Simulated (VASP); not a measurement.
# H (I4/mmm) in VASP: a series of runs

H is run at these levels: LDA; tasks: single point, relaxation of cell and atoms.

Everything below comes from runs of VASP 6.6.1. Logs are shortened: lines on timing, memory, paths and dates and some standing lists are left out, and cuts for length are marked.

**1. The cell of the first run**

It takes space group I4/mmm (No. 139, tetragonal). The conventional cell has a = 2.826 Å, b = 2.826 Å, c = 3.863 Å, α = 90.00°, β = 90.00°, γ = 90.00°. Within 1.1 Å of H (site symmetry 4mm) lie 1 H at 0.77 Å.

**2. Single point, LDA**

INCAR

```
SYSTEM = H
  ALGO = Normal
  EDIFF = 1E-6
  ENCUT = 520
  GGA = CA
  ISIF = 2
  ISMEAR = 0
  LASPH = .True.
  LCHARG = .True.
  LELF = .True.
  LREAL = .False.
  LVHAR = .True.
  LWAVE = .False.
  NBANDS = 8
  NELM = 80
  PREC = Accurate
  SIGMA = 0.01
```

KPOINTS

```
k-points
0
Gamma
  10 10 10
  0 0 0
```

POSCAR

```
H
1.0
   -1.4131301310      1.4131301310      1.9315494513
    1.4131301310     -1.4131301310      1.9315494513
    1.4131301310      1.4131301310     -1.9315494513
H
2
Direct
    0.9002049842      0.9002049842      0.0000000000
    0.0997950158      0.0997950158      0.0000000000
```

Potentials or basis: VASP PAW LDA potentials, release 64 (H).

The run is started by

```console
$ cat potpaw_LDA.64/H/POTCAR > POTCAR
$ mpirun -np 1 vasp_std > vasp.out
```

OUTCAR:

```text
SYSTEM = H
   EDIFF = 1E-6
   ENCUT = 520
   GGA = CA
   ISIF = 2
   ISMEAR = 0
   LASPH = .True.
   LREAL = .False.
   NELM = 80
   PREC = Accurate

 ion  position               nearest neighbor table
   1  0.900  0.900  0.000-   2 0.77
   2  0.100  0.100  0.000-   1 0.77

  LATTYP: Found a body centered tetragonal cell.
 ALAT       =     2.8262602620
 C/A-ratio  =     1.3668588681

  Lattice vectors:

 A1 = (  -1.4131301310,   1.4131301310,   1.9315494513)
 A2 = (   1.4131301310,  -1.4131301310,   1.9315494513)
 A3 = (   1.4131301310,   1.4131301310,  -1.9315494513)

Analysis of symmetry for initial positions (statically):
=====================================================================
 Subroutine PRICEL returns:
 Original cell was already a primitive cell.

 Routine SETGRP: Setting up the symmetry group for a
 body centered tetragonal supercell.

 Subroutine GETGRP returns: Found 16 space group operations
 (whereof 16 operations were pure point group operations)
 out of a pool of 16 trial point group operations.

The static configuration has the point symmetry D_4h.

Analysis of symmetry for dynamics (positions and initial velocities):
=====================================================================
 Subroutine PRICEL returns:
 Original cell was already a primitive cell.

 Routine SETGRP: Setting up the symmetry group for a
 body centered tetragonal supercell.

 Subroutine GETGRP returns: Found 16 space group operations
 (whereof 16 operations were pure point group operations)
 out of a pool of 16 trial point group operations.

The dynamic configuration has the point symmetry D_4h.

 Subroutine INISYM returns: Found 16 space group operations
 (whereof 16 operations are pure point group operations),
 and found     1 'primitive' translations

----------------------------------------------------------------------------------------

                                     Primitive cell

  volume of cell :      15.4287

  direct lattice vectors                    reciprocal lattice vectors
    -1.413130131  1.413130131  1.931549451     0.000000000  0.353824456  0.258859539
     1.413130131 -1.413130131  1.931549451     0.353824456  0.000000000  0.258859539
     1.413130131  1.413130131 -1.931549451     0.353824456  0.353824456  0.000000000

  length of vectors
     2.779344674  2.779344674  2.779344674     0.438406212  0.438406212  0.500383345

[... 78 lines left out ...]
   ENCUT  =  520.0 eV  38.22 Ry    6.18 a.u.   5.17  5.17  5.17*2*pi/ulx,y,z
   NELM   =     80;   NELMIN=  2; NELMDL= -5     # of ELM steps
   EDIFF  = 0.1E-05   stopping-criterion for ELM
   LREAL  =      F    real-space projection
   EDIFFG = 0.1E-04   stopping-criterion for IOM
   NSW    =      0    number of steps for IOM
   IBRION =     -1    ionic relax: 0-MD 1-quasi-New 2-CG
   NFREE  =      0    steps in history (QN), initial steepest desc. (CG)
   ISIF   =      2    stress and relaxation
   ISYM   =      2    0-nonsym 1-usesym 2-fastsym
   POTIM  = 0.5000    time-step for ionic-motion
   TEBEG  =    0.0;   TEEND  =   0.0 temperature during run
   PSTRESS=    0.0 pullay stress
   NELECT =       2.0000    total number of electrons
   NUPDOWN=      -1.0000    fix difference up-down
   EMIN   =  10.00;   EMAX   =-10.00  energy-range for DOS
   EFERMI =   0.00;   METHOD = LEGACY
   ISMEAR =     0;   SIGMA  =   0.01  broadening in eV -4-tet -1-fermi 0-gaus
   EFERMI_NEDOS =   21; number of points for ismear=-14 and -15
   IALGO  =     38    algorithm
   IMIX   =      4    mixing-type and parameters
     AMIX     =   0.40;   BMIX     =  1.00
     AMIX_MAG =   1.60;   BMIX_MAG =  1.00
  volume/ion in A,a.u.               =       7.71        52.06
  Fermi-wavevector in a.u.,A,eV,Ry     =   0.828530  1.565694  9.339877  0.686462
  Thomas-Fermi vector in A             =   1.940921
   LORBIT       =      0    0 simple, 1 ext, 2 COOP (PROOUT), +10 PAW based schemes
   GGA     = CA    functional components
   LHFCALC =     F    Hartree Fock is set to
   AEXX    =    0.0000 exact exchange contribution
   IVDW    =     0    specifies the selected vdW correction
   LEPSILON=     F    determine dielectric tensor
   LRPA    =     F    only Hartree local field effects (RPA)
 non-spin polarized calculation
 Gauss-broadening in eV      SIGMA  =   0.01
  energy-cutoff  :      520.00
  volume of cell :       15.43
 maximum number of plane-waves:       435
 NGX is ok and might be reduce to    24
   NGX = 11   NGY = 11   NGZ = 11

 number of electron       2.0000000 magnetization

 Free energy of the ion-electron system (eV)
  ---------------------------------------------------
  ext. energy  EPLUGINS =         0.00000000
  ---------------------------------------------------
  free energy    TOTEN  =        -6.81046106 eV

  energy without entropy =       -6.81046106  energy(sigma->0) =       -6.81046106

 E-fermi :  -6.2799     XC(G=0):  -7.2684

 val. band max:       -6.4546565002   @ k =   0.5000   0.5000   0.5000
 cond. band min:       0.7228242263   @ k =   0.5000   0.0000  -0.0000
 fundamental gap:      7.1774807265
 Fermi energy:        -6.2799457689

 k-point     1 :       0.0000    0.0000    0.0000
  band No.  band energies     occupation
      1     -11.2515      2.00000
      2      10.0464      0.00000
      3      12.5776      0.00000
      4      20.8785      0.00000
      5      20.8785      0.00000
      6      22.4324      0.00000
      7      22.4324      0.00000
      8      24.1383      0.00000
[... 243 lines left out ...]
 k-point    24 :       0.4000    0.3000   -0.0000
  band No.  band energies     occupation
      1      -7.2356      2.00000
      2       2.8079      0.00000
      3       5.8937      0.00000
      4      12.1202      0.00000
      5      13.7975      0.00000
      6      24.5536      0.00000
      7      25.8774      0.00000
      8      28.0492      0.00000

 [... further k-points ...]
[... 5 lines left out ...]
  --------------------------------------------------------------------------------------
  -------------------------------------------------------------------------------------
  Total       -0.0305856     -0.0305856     -0.0210228      0.0000000      0.0000000      0.0000000
  in kB       -3.1761225     -3.1761225     -2.1830869      0.0000000      0.0000000      0.0000000
  external PRESSURE =      -2.8451106 kB  Pullay stress =       0.0000000 kB

 VOLUME and BASIS-vectors are now :
 -----------------------------------------------------------------------------
  energy-cutoff  :      520.00
  volume of cell :       15.43
      direct lattice vectors                 reciprocal lattice vectors
    -1.413130131  1.413130131  1.931549451     0.000000000  0.353824456  0.258859539
     1.413130131 -1.413130131  1.931549451     0.353824456  0.000000000  0.258859539
     1.413130131  1.413130131 -1.931549451     0.353824456  0.353824456  0.000000000

 POSITION                                       TOTAL-FORCE (eV/Angst)
 -----------------------------------------------------------------------------------
      0.00000      0.00000      3.47758         0.000000      0.000000     -0.016994
      0.00000      0.00000      0.38552        -0.000000     -0.000000      0.016994
 -----------------------------------------------------------------------------------
    total drift:                                0.000000     -0.000000      0.000000

  FREE ENERGIE OF THE ION-ELECTRON SYSTEM (eV)
  ---------------------------------------------------
  free  energy   TOTEN  =        -6.8104610594 eV

  energy  without entropy=       -6.8104610594  energy(sigma->0) =       -6.81046106
```

OSZICAR:

```text
N       E                     dE             d eps       ncg     rms          rms(c)
DAV:   1    -0.711783917730E+01   -0.71178E+01   -0.59641E+02  1648   0.181E+02
DAV:   2    -0.730624439803E+01   -0.18841E+00   -0.18841E+00  2200   0.795E+00
DAV:   3    -0.730638026819E+01   -0.13587E-03   -0.13587E-03  1736   0.216E-01
DAV:   4    -0.730638033786E+01   -0.69671E-07   -0.69671E-07  2512   0.516E-03
DAV:   5    -0.730638033788E+01   -0.19227E-10   -0.19212E-10  1824   0.429E-05    0.418E+00
DAV:   6    -0.695986631033E+01    0.34651E+00   -0.20179E-01  1680   0.139E+00    0.226E+00
DAV:   7    -0.680976146337E+01    0.15010E+00   -0.34318E-01  1752   0.190E+00    0.208E-01
DAV:   8    -0.681060978020E+01   -0.84832E-03   -0.16855E-03  1800   0.164E-01    0.727E-02
DAV:   9    -0.681046047567E+01    0.14930E-03   -0.33297E-04  2032   0.609E-02    0.657E-03
DAV:  10    -0.681046105936E+01   -0.58369E-06   -0.27458E-06  1952   0.101E-02
   1 F= -.68104611E+01 E0= -.68104611E+01  d E =-.154196-137
```

It took 7.6 s on 1 thread of Intel Xeon Platinum 8259CL at 2.50GHz (Skylake/Cascade Lake), shared host; peak memory 0.12 GiB.

What came out:

- Free energy: -6.8105 eV
- Pressure: -0.3 GPa
- Largest force: 0.017 eV/Å
- Band gap on the k mesh: 7.18 eV, indirect (least direct gap 7.72 eV)

Forces in eV/Å, atoms in the order of the input:
```
H    0.000  0.000 -0.017
H    0.000  0.000  0.017
```

A k mesh can miss the band edges. Expect the measured gap to be larger: semilocal functionals such as LDA lack the derivative discontinuity.

**3. Single point, LDA**

INCAR

```
PREC = Accurate
ENCUT = 520
EDIFF = 1E-6
ISMEAR = -1
SIGMA = 0.1
LREAL = False
LASPH = True
NELM = 100
ALGO = Normal
ISIF = 2
LWAVE = False
LCHARG = True
GGA = CA
LELF = True
LVHAR = True
NBANDS = 8
```

KPOINTS

```
Automatic mesh
0
Gamma
  14 14 14
```

POSCAR is that of step 2.

Potentials or basis: VASP PAW LDA potentials, release 64 (H).

The run is started by

```console
$ cat potpaw_LDA.64/H/POTCAR > POTCAR
$ mpirun -np 1 vasp_std > vasp.out
```

Run time: 21 s. Hardware: 1 thread of Intel Xeon Platinum 8259CL at 2.50GHz (Skylake/Cascade Lake), shared host; peak memory 0.13 GiB.

It converged, with:

```
Free energy            : -6.8105 eV
Pressure               : -0.3 GPa
Largest force          : 0.017 eV/Å
Band gap on the k mesh : 7.18 eV, indirect (least direct gap 7.72 eV)
```

Forces in eV/Å, atoms in the order of the input:
```
H    0.000  0.000 -0.017
H    0.000  0.000  0.017
```

Stress tensor (GPa, compression positive):
```
-0.32  0.00  0.00
 0.00 -0.32  0.00
 0.00  0.00 -0.22
```

Levels at points of the mesh, in eV from the valence-band top:
```
           k point  band 1  band 2  band 3  band 4  band 5  band 6
(0.00, 0.00, 0.00)   -4.80   16.50   19.03   27.33   27.33   28.89
(0.50, 0.00, 0.00)   -1.54    7.18   19.35   20.55   24.05   27.18
(0.50, 0.50, 0.00)   -0.77   10.05   14.12   17.05   19.72   20.45
(0.50, 0.50, 0.50)    0.00    7.72   15.58   18.29   18.29   20.67
```

**4. Relaxation of cell and atoms, LDA**

This run uses another cell than the first one, of 11.78 Å³/atom, 1.527 times its volume.

INCAR

```
SYSTEM = H
PREC = Accurate
ENCUT = 600
EDIFF = 1E-6
ISMEAR = -1
SIGMA = 0.1
LREAL = .FALSE.
LASPH = .TRUE.
NELM = 100
ALGO = Normal
ISIF = 3
LWAVE = .FALSE.
LCHARG = .FALSE.
IBRION = 2
NSW = 100
EDIFFG = -0.002
```

KPOINTS

```
Automatic mesh
0
G
  14 14 14
  0 0 0
```

POSCAR

```
H
1.0
   -1.6915344700      1.6915344700      2.0584739900
    1.6915344700     -1.6915344700      2.0584739900
    1.6915344700      1.6915344700     -2.0584739900
H
2
Direct
    0.9098622900      0.9098622900      0.0000000000
    0.0901377100      0.0901377100      0.0000000000
```

The run is started by

```console
$ cat potpaw_LDA.64/H/POTCAR > POTCAR
$ mpirun -np 1 vasp_std > vasp.out
```

Run time: 5.7 min. Hardware: 1 thread of Intel Xeon Platinum 8259CL at 2.50GHz (Skylake/Cascade Lake), shared host; peak memory 0.15 GiB.

The run converged. Its results:

```yaml
Free_energy: -6.8130 eV
Relaxed_volume: 7.59 Å³/atom
Relaxed_cell: a = 2.767 Å, b = 2.767 Å, c = 2.767 Å, α = 119.01°, β = 119.01°, γ = 91.72°
Space_group_after_relaxing_to_0.05_Å: I4/mmm (No. 139)
Energy_gained_by_relaxing: 22.7 meV/atom
Ionic_steps: 47
Pressure_after_relaxing: 0.0 GPa
Band_gap_on_the_k_mesh: 7.14 eV, indirect (least direct gap 7.65 eV)
```

Step by step:
```tsv
step	energy change (eV)	largest force (eV/Å)	pressure (GPa)	volume (Å³)
1	0.0000	0.9651	0.87	23.56
3	-0.0130	0.0223	-0.81	23.62
5	-0.0130	0.0216	-0.72	23.62
7	-0.0160	0.0308	-0.72	23.00
9	-0.0286	0.0897	-0.56	20.34
11	-0.0132	0.6683	5.09	11.76
13	-0.0408	0.4583	0.97	15.96
15	-0.0432	0.2724	0.63	15.60
17	-0.0444	0.0294	0.18	15.11
19	-0.0445	0.0265	0.15	15.16
21	-0.0445	0.0138	0.02	15.43
23	-0.0445	0.0023	0.00	15.37
25	-0.0445	0.0251	-0.06	15.35
27	-0.0445	0.0109	-0.02	15.36
29	-0.0445	0.0107	-0.01	15.34
31	-0.0446	0.0106	0.02	15.22
33	-0.0446	0.0103	0.19	14.76
35	-0.0447	0.0627	0.31	14.98
37	-0.0447	0.0332	0.23	14.98
39	-0.0449	0.0290	0.21	15.00
41	-0.0452	0.0161	0.13	15.07
43	-0.0454	0.0078	0.05	15.19
45	-0.0454	0.0304	-0.08	15.19
47	-0.0454	0.0004	0.03	15.19
```

Final structure:
```
H
1.0
    -1.40393    1.40393    1.92659
     1.40393   -1.40393    1.92659
     1.40393    1.40393   -1.92659
H
2
Direct
  0.89992 0.89992 0.00000
  0.10008 0.10008 0.00000
```

Levels at points of the mesh, in eV from the valence-band top:
```
           k point  band 1  band 2  band 3  band 4
(0.00, 0.00, 0.00)   -4.89   16.67   19.14   27.53
(0.50, 0.00, 0.00)   -1.56    7.14   19.50   20.64
(0.50, 0.50, 0.00)   -0.77   10.06   14.16   17.12
(0.50, 0.50, 0.50)    0.00    7.65   15.64   18.42
```

Caveat: the volume moved by over 15 % at a fixed basis, so the end points are rough.

**5. Summary**

```csv
task,cell,k mesh,cutoff (eV),smearing,gap on the mesh (eV),pressure (GPa),largest force (eV/Å)
single point,"a = 2.779 Å, angles 118.9, 118.9, 92.0°, 2 atoms",10 × 10 × 10,520,gaussian 0.01 eV,7.18,-0.3,0.02
single point,"a = 2.779 Å, angles 118.9, 118.9, 92.0°, 2 atoms",14 × 14 × 14,520,fermi-dirac 0.1 eV,7.18,-0.3,0.02
relaxation of cell and atoms,"relaxed from a = 3.156 Å, angles 115.2, 115.2, 98.6°, 2 atoms",14 × 14 × 14,600,fermi-dirac 0.1 eV,7.14,0.0,-
```

Alike in all rows: level LDA; potentials or basis VASP PAW LDA potentials, release 64 (H); no spin polarisation.

Caveats: the volume moved by over 15 % at a fixed basis, so the end points are rough (some runs).

Total energies depend on the potentials used, so only differences within one code and one set of settings carry meaning.
